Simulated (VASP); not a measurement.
# GaSb3 (I4/mmm) in VASP: a series of runs

GaSb3 is run at these levels: PBEsol; tasks: single point.

Everything below comes from runs of VASP 6.6.1. Logs are shortened: lines on timing, memory, paths and dates and some standing lists are left out, and cuts for length are marked.

## Step 1: The cell of the first run

It takes space group I4/mmm (No. 139, tetragonal). The conventional cell has a = 5.157 Å, b = 5.157 Å, c = 7.100 Å, α = 90.00°, β = 90.00°, γ = 90.00°. Ga (site symmetry 4/mmm) has 14 Sb at 3.13 to 3.65 Å within 4.1 Å. Sb (site symmetry -4m2) has 4 Ga at 3.13 Å and 10 Sb at 3.13 to 3.65 Å within 4.1 Å. Sb (site symmetry 4/mmm) has 8 Sb at 3.13 Å and 6 Ga at 3.55 to 3.65 Å within 4.1 Å.

## Step 2: Single point, PBEsol (23.60 Å³/atom)

INCAR

```
SYSTEM = GaSb3
ALGO = Normal
EDIFF = 1E-6
ENCUT = 520
GGA = PS
ISIF = 2
ISMEAR = 0
LASPH = .TRUE.
LCHARG = .TRUE.
LELF = .TRUE.
LREAL = .FALSE.
LVHAR = .TRUE.
LWAVE = .FALSE.
NBANDS = 22
NELM = 100
PREC = Accurate
SIGMA = 0.15
```

KPOINTS

```
k-points
0
G
  10 10 10
  0 0 0
```

POSCAR

```
GaSb3
1.0
    0.0000000000      3.6463118692      3.5500492359
    3.6463118692      0.0000000000      3.5500492359
    3.6463118692      3.6463118692      0.0000000000
Ga Sb
1 3
Direct
    0.0000000000      0.0000000000      0.0000000000
    0.2500000000      0.2500000000      0.2500000000
    0.7500000000      0.7500000000      0.7500000000
    0.5000000000      0.5000000000      0.5000000000
```

Potentials or basis: VASP PAW PBE potentials, release 64 (Ga_d, Sb).

On the command line:

```console
$ cat potpaw_PBE.64/Ga_d/POTCAR potpaw_PBE.64/Sb/POTCAR > POTCAR
$ mpirun -np 1 vasp_std > vasp.out
```

OUTCAR:

```text
SYSTEM = GaSb3
   EDIFF = 1E-6
   ENCUT = 520
   GGA = PS
   ISIF = 2
   ISMEAR = 0
   LASPH = .TRUE.
   LREAL = .FALSE.
   NELM = 100
   PREC = Accurate

 ion  position               nearest neighbor table
   1  0.000  0.000  0.000-   3 3.13   2 3.13   3 3.13   2 3.13   3 3.13   3 3.13   2 3.13   2 3.13

   2  0.250  0.250  0.250-   1 3.13   1 3.13   4 3.13   4 3.13   1 3.13   1 3.13   4 3.13   4 3.13
                             3 3.55   3 3.55   3 3.65   3 3.65   3 3.65   3 3.65
   3  0.750  0.750  0.750-   4 3.13   1 3.13   4 3.13   1 3.13   4 3.13   4 3.13   1 3.13   1 3.13
                             2 3.55   2 3.55   2 3.65   2 3.65   2 3.65   2 3.65
   4  0.500  0.500  0.500-   2 3.13   2 3.13   3 3.13   3 3.13   2 3.13   2 3.13   3 3.13   3 3.13

  LATTYP: Found a body centered tetragonal cell.
 ALAT       =     5.1566636981
 C/A-ratio  =     1.3768783243

  Lattice vectors:

 A1 = (   0.0000000000,  -3.6463118692,  -3.5500492359)
 A2 = (   0.0000000000,   3.6463118692,  -3.5500492359)
 A3 = (   3.6463118692,   0.0000000000,   3.5500492359)

Analysis of symmetry for initial positions (statically):
=====================================================================
 Subroutine PRICEL returns:
 Original cell was already a primitive cell.

 Routine SETGRP: Setting up the symmetry group for a
 body centered tetragonal supercell.

 Subroutine GETGRP returns: Found 16 space group operations
 (whereof 16 operations were pure point group operations)
 out of a pool of 16 trial point group operations.

The static configuration has the point symmetry D_4h.

Analysis of symmetry for dynamics (positions and initial velocities):
=====================================================================
 Subroutine PRICEL returns:
 Original cell was already a primitive cell.

 Routine SETGRP: Setting up the symmetry group for a
 body centered tetragonal supercell.

 Subroutine GETGRP returns: Found 16 space group operations
 (whereof 16 operations were pure point group operations)
 out of a pool of 16 trial point group operations.

The dynamic configuration has the point symmetry D_4h.

 Subroutine INISYM returns: Found 16 space group operations
 (whereof 16 operations are pure point group operations),
 and found     1 'primitive' translations

----------------------------------------------------------------------------------------

                                     Primitive cell

  volume of cell :      94.4000

  direct lattice vectors                    reciprocal lattice vectors
     0.000000000  3.646311869  3.550049236    -0.137124859  0.137124859  0.140843117
     3.646311869  0.000000000  3.550049236     0.137124859 -0.137124859  0.140843117
     3.646311869  3.646311869  0.000000000     0.137124859  0.137124859 -0.140843117

  length of vectors
     5.089050975  5.089050975  5.156663698     0.239673189  0.239673189  0.239673189

  position of ions in fractional coordinates (direct lattice)
     0.000000000  0.000000000  0.000000000
     0.250000000  0.250000000  0.250000000
     0.750000000  0.750000000  0.750000000
     0.500000000  0.500000000  0.500000000

  ion indices of the primitive-cell ions
   primitive index   ion index
                 1           1
                 2           2
                 3           3
                 4           4

----------------------------------------------------------------------------------------

 KPOINTS: k-points

Automatic generation of k-mesh.
 Grid dimensions read from file:
 generate k-points for:   10   10   10

 Generating k-lattice:

  Cartesian coordinates                     Fractional coordinates (reciprocal lattice)
    -0.013712486  0.013712486  0.014084312     0.100000000  0.000000000  0.000000000
     0.013712486 -0.013712486  0.014084312     0.000000000  0.100000000  0.000000000
     0.013712486  0.013712486 -0.014084312     0.000000000  0.000000000  0.100000000

  Length of vectors
     0.023967319  0.023967319  0.023967319

  Shift w.r.t. Gamma in fractional coordinates (k-lattice)
     0.000000000  0.000000000  0.000000000

 Subroutine IBZKPT returns following result:
 ===========================================

 Found    102 irreducible k-points:

 Following reciprocal coordinates:
            Coordinates               Weight
  0.000000  0.000000  0.000000      1.000000
  0.100000  0.000000  0.000000      8.000000
  0.200000  0.000000  0.000000      8.000000
  0.300000  0.000000  0.000000      8.000000
  0.400000  0.000000  0.000000      8.000000
  0.500000  0.000000  0.000000      4.000000
[... 16 lines left out ...]
  0.300000  0.300000  0.000000      2.000000
  0.400000  0.300000  0.000000      8.000000
 [... further k-points ...]
   k-points           NKPTS =    102   k-points in BZ     NKDIM =    102   number of bands    NBANDS=     22
   number of dos      NEDOS =    301   number of ions     NIONS =      4
   total plane-waves  NPLWV =  64000
   dimension x,y,z NGX =    40 NGY =   40 NGZ =   40
   dimension x,y,z NGXF=    80 NGYF=   80 NGZF=   80
   ions per type =               1   3
   NGX,Y,Z   is equivalent  to a cutoff of  13.07, 13.07, 12.90 a.u.
   NGXF,Y,Z  is equivalent  to a cutoff of  26.13, 26.13, 25.79 a.u.
 SYSTEM =  GaSb3
   PREC   = accura    normal or accurate (medium, high low for compatibility)
   ISTART =      0    job   : 0-new  1-cont  2-samecut
   ICHARG =      2    charge: 1-file 2-atom 10-const
   ISPIN  =      1    spin polarized calculation?
   LNONCOLLINEAR =      F non collinear calculations
   LSORBIT =      F    spin-orbit coupling
   LASPH  =      T    aspherical Exc in radial PAW
   ENCUT  =  520.0 eV  38.22 Ry    6.18 a.u.   9.46  9.46  9.59*2*pi/ulx,y,z
   NELM   =    100;   NELMIN=  2; NELMDL= -5     # of ELM steps
   EDIFF  = 0.1E-05   stopping-criterion for ELM
   LREAL  =      F    real-space projection
   EDIFFG = 0.1E-04   stopping-criterion for IOM
   NSW    =      0    number of steps for IOM
   IBRION =     -1    ionic relax: 0-MD 1-quasi-New 2-CG
   NFREE  =      0    steps in history (QN), initial steepest desc. (CG)
   ISIF   =      2    stress and relaxation
   ISYM   =      2    0-nonsym 1-usesym 2-fastsym
   POTIM  = 0.5000    time-step for ionic-motion
   TEBEG  =    0.0;   TEEND  =   0.0 temperature during run
   PSTRESS=    0.0 pullay stress
   NELECT =      28.0000    total number of electrons
   NUPDOWN=      -1.0000    fix difference up-down
   EMIN   =  10.00;   EMAX   =-10.00  energy-range for DOS
   EFERMI =   0.00;   METHOD = LEGACY
   ISMEAR =     0;   SIGMA  =   0.15  broadening in eV -4-tet -1-fermi 0-gaus
   EFERMI_NEDOS =   21; number of points for ismear=-14 and -15
   IALGO  =     38    algorithm
   IMIX   =      4    mixing-type and parameters
     AMIX     =   0.40;   BMIX     =  1.00
     AMIX_MAG =   1.60;   BMIX_MAG =  1.00
  volume/ion in A,a.u.               =      23.60       159.26
  Fermi-wavevector in a.u.,A,eV,Ry     =   1.091784  2.063173 16.218049  1.191993
  Thomas-Fermi vector in A             =   2.228037
   LORBIT       =      0    0 simple, 1 ext, 2 COOP (PROOUT), +10 PAW based schemes
   GGA     = PS    functional components
   LHFCALC =     F    Hartree Fock is set to
   AEXX    =    0.0000 exact exchange contribution
   IVDW    =     0    specifies the selected vdW correction
   LEPSILON=     F    determine dielectric tensor
   LRPA    =     F    only Hartree local field effects (RPA)
 non-spin polarized calculation
 Gauss-broadening in eV      SIGMA  =   0.15
  energy-cutoff  :      520.00
  volume of cell :       94.40
 maximum number of plane-waves:      2585
 NGX is ok and might be reduce to    40
   NGX = 19   NGY = 19   NGZ = 19

 number of electron      27.9999991 magnetization

 Free energy of the ion-electron system (eV)
  ---------------------------------------------------
  ext. energy  EPLUGINS =         0.00000000
  ---------------------------------------------------
  free energy    TOTEN  =       -16.38506310 eV

  energy without entropy =      -16.36368880  energy(sigma->0) =      -16.37437595

 E-fermi :   8.4425     XC(G=0): -10.7251

 val. band max:        8.4419557855   @ k =  -0.3000   0.1000   0.0000
 cond. band min:       8.4431859275   @ k =   0.2000   0.0000   0.1000
 fundamental gap:      0.0012301420
 Fermi energy:         8.4424746255

 k-point     1 :       0.0000    0.0000    0.0000
  band No.  band energies     occupation
      1      -6.2916      2.00000
      2      -6.2915      2.00000
      3      -6.2895      2.00000
      4      -6.2747      2.00000
      5      -6.2707      2.00000
      6      -4.7002      2.00000
[... 14 lines left out ...]
     21      15.9614      0.00000
     22      15.9654      0.00000

 k-point     2 :       0.1000    0.0000    0.0000
  band No.  band energies     occupation
      1      -6.2920      2.00000
      2      -6.2912      2.00000
      3      -6.2895      2.00000
      4      -6.2748      2.00000
      5      -6.2708      2.00000
      6      -4.6156      2.00000
[... 14 lines left out ...]
     21      15.2144      0.00000
     22      15.7833      0.00000

 k-point     3 :       0.2000    0.0000    0.0000
  band No.  band energies     occupation
      1      -6.2940      2.00000
      2      -6.2903      2.00000
      3      -6.2889      2.00000
      4      -6.2752      2.00000
      5      -6.2710      2.00000
      6      -4.3630      2.00000
[... 14 lines left out ...]
     21      13.6452      0.00000
     22      15.0069      0.00000

 k-point     4 :       0.3000    0.0000    0.0000
  band No.  band energies     occupation
      1      -6.2969      2.00000
      2      -6.2893      2.00000
      3      -6.2880      2.00000
      4      -6.2755      2.00000
      5      -6.2712      2.00000
      6      -3.9487      2.00000
[... 14 lines left out ...]
     21      13.9087      0.00000
     22      14.2690      0.00000

 k-point     5 :       0.4000    0.0000    0.0000
  band No.  band energies     occupation
      1      -6.2995      2.00000
      2      -6.2886      2.00000
      3      -6.2874      2.00000
      4      -6.2756      2.00000
      5      -6.2713      2.00000
      6      -3.4016      2.00000
[... 14 lines left out ...]
     21      13.6077      0.00000
     22      15.7074      0.00000

 k-point     6 :       0.5000    0.0000    0.0000
  band No.  band energies     occupation
      1      -6.3006      2.00000
      2      -6.2884      2.00000
      3      -6.2872      2.00000
      4      -6.2756      2.00000
      5      -6.2713      2.00000
      6      -2.9794      2.00000
[... 14 lines left out ...]
     21      14.3130      0.00000
     22      17.3547      0.00000

 k-point     7 :       0.1000    0.1000    0.0000
  band No.  band energies     occupation
      1      -6.2909      2.00000
      2      -6.2909      2.00000
      3      -6.2909      2.00000
      4      -6.2752      2.00000
      5      -6.2706      2.00000
      6      -4.5833      2.00000
[... 324 lines left out ...]
      6      -2.7670      2.00000
[... 14 lines left out ...]
     21      13.8134      0.00000
     22      16.7663      0.00000

 k-point    21 :      -0.3000    0.2000    0.0000
  band No.  band energies     occupation
      1      -6.2962      2.00000
      2      -6.2905      2.00000
      3      -6.2877      2.00000
      4      -6.2770      2.00000
      5      -6.2718      2.00000
      6      -3.3234      2.00000
[... 14 lines left out ...]
     21      14.5475      0.00000
     22      15.4184      0.00000

 k-point    22 :      -0.2000    0.2000    0.0000
  band No.  band energies     occupation
      1      -6.2956      2.00000
      2      -6.2894      2.00000
      3      -6.2888      2.00000
      4      -6.2759      2.00000
      5      -6.2719      2.00000
      6      -3.8241      2.00000
[... 14 lines left out ...]
     21      14.1395      0.00000
     22      15.1007      0.00000

 k-point    23 :       0.3000    0.3000    0.0000
  band No.  band energies     occupation
      1      -6.2992      2.00000
      2      -6.2869      2.00000
      3      -6.2869      2.00000
      4      -6.2801      2.00000
      5      -6.2697      2.00000
      6      -3.6562      2.00000
[... 14 lines left out ...]
     21      13.0052      0.00000
     22      13.0052      0.00000

 k-point    24 :       0.4000    0.3000    0.0000
  band No.  band energies     occupation
      1      -6.3007      2.00000
      2      -6.2866      2.00000
      3      -6.2860      2.00000
      4      -6.2813      2.00000
      5      -6.2696      2.00000
      6      -3.2356      2.00000
[... 14 lines left out ...]
     21      13.1174      0.00000
     22      13.2749      0.00000

 [... further k-points ...]
[... 5 lines left out ...]
  --------------------------------------------------------------------------------------
  -------------------------------------------------------------------------------------
  Total        0.9333907      0.9333907      1.5782726      0.0000000     -0.0000000     -0.0000000
  in kB       15.8417097     15.8417097     26.7867864      0.0000000     -0.0000000     -0.0000000
  external PRESSURE =      19.4900686 kB  Pullay stress =       0.0000000 kB

 VOLUME and BASIS-vectors are now :
 -----------------------------------------------------------------------------
  energy-cutoff  :      520.00
  volume of cell :       94.40
      direct lattice vectors                 reciprocal lattice vectors
     0.000000000  3.646311869  3.550049236    -0.137124859  0.137124859  0.140843117
     3.646311869  0.000000000  3.550049236     0.137124859 -0.137124859  0.140843117
     3.646311869  3.646311869  0.000000000     0.137124859  0.137124859 -0.140843117

 POSITION                                       TOTAL-FORCE (eV/Angst)
 -----------------------------------------------------------------------------------
      0.00000      0.00000      0.00000         0.000000      0.000000     -0.000000
      1.82316      1.82316      1.77502         0.000000      0.000000      0.000000
      5.46947      5.46947      5.32507        -0.000000     -0.000000     -0.000000
      3.64631      3.64631      3.55005         0.000000      0.000000     -0.000000
 -----------------------------------------------------------------------------------
    total drift:                               -0.000000      0.000000      0.000000

  FREE ENERGIE OF THE ION-ELECTRON SYSTEM (eV)
  ---------------------------------------------------
  free  energy   TOTEN  =       -16.3850631005 eV

  energy  without entropy=      -16.3636888013  energy(sigma->0) =      -16.37437595
```

Wall time 5 min (1 thread of Intel Xeon 8259CL, shared host); peak memory 0.34 GiB.

Results:

```
Free energy            : -16.3851 eV
Pressure               : 1.9 GPa
Band gap on the k mesh : zero (bands 14 and 15 overlap by 4.34 eV)
```

Levels at points of the mesh, in eV from the Fermi level:
```csv
k point,band 11,band 12,band 13,band 14,band 15,band 16,band 17,band 18
"(0.00, 0.00, 0.00)",-2.77,-2.71,-2.65,-2.65,-2.59,-0.93,-0.93,-0.59
"(0.50, 0.00, 0.00)",-3.80,-2.96,-2.85,-0.12,0.21,2.11,2.38,2.95
"(0.50, 0.50, 0.00)",-5.73,0.89,1.16,1.16,1.18,2.03,2.03,2.60
"(0.50, 0.00, 0.50)",-5.63,1.01,1.06,1.48,1.51,1.87,2.26,2.36
```

Caveat: the PAW data sets were made with another functional, which shifts forces and pressure a little; spin-orbit coupling is left out, which moves the levels of the heavy elements.

(Continued in part 2 of 2.)
